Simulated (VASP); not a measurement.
Here is a VASP 6.6.1 calculation.

File INCAR:

```
SYSTEM = TiAl
ALGO = Normal ; EDIFF = 1E-6
ENCUT = 500 ; GGA = PS
GGA_COMPAT = .False. ; ISIF = 2
ISMEAR = 0 ; LASPH = .True.
LCHARG = .False. ; LREAL = .False.
LWAVE = .False. ; NBANDS = 14
NELM = 120 ; PREC = Accurate
SIGMA = 0.15
```

File KPOINTS:

```
k-points
0
Gamma
  24 24 14
  0 0 0
```

Contents of POSCAR:

```
TiAl
1.0
    2.8868373830      0.0000000000      0.0000000000
   -1.4434186915      2.5000745103      0.0000000000
    0.0000000000      0.0000000000      4.4959099395
Ti Al
1 1
Direct
    0.0000000000      0.0000000000      0.0000000000
    0.3333333333      0.6666666667      0.5000000000
```

Potentials or basis: VASP PAW PBE potentials, release 64 (Ti_sv, Al).

The run is started by

```bash
$ cat potpaw_PBE.64/Ti_sv/POTCAR potpaw_PBE.64/Al/POTCAR > POTCAR
$ mpirun -np 1 vasp_std > vasp.out
```

What does it give for the band gap on the k mesh?

Zero (an odd number of electrons rules out a gap without spin polarisation).

Estimate the pressure.

0.7 GPa.

Stress tensor (GPa, compression positive):
```
-1.16  0.00  0.00
 0.00 -1.16  0.00
 0.00  0.00  4.33
```

Caveat: the stress differs along the axes, from -1 to 4 GPa; the PAW data sets were made with another functional, which shifts forces and pressure a little.
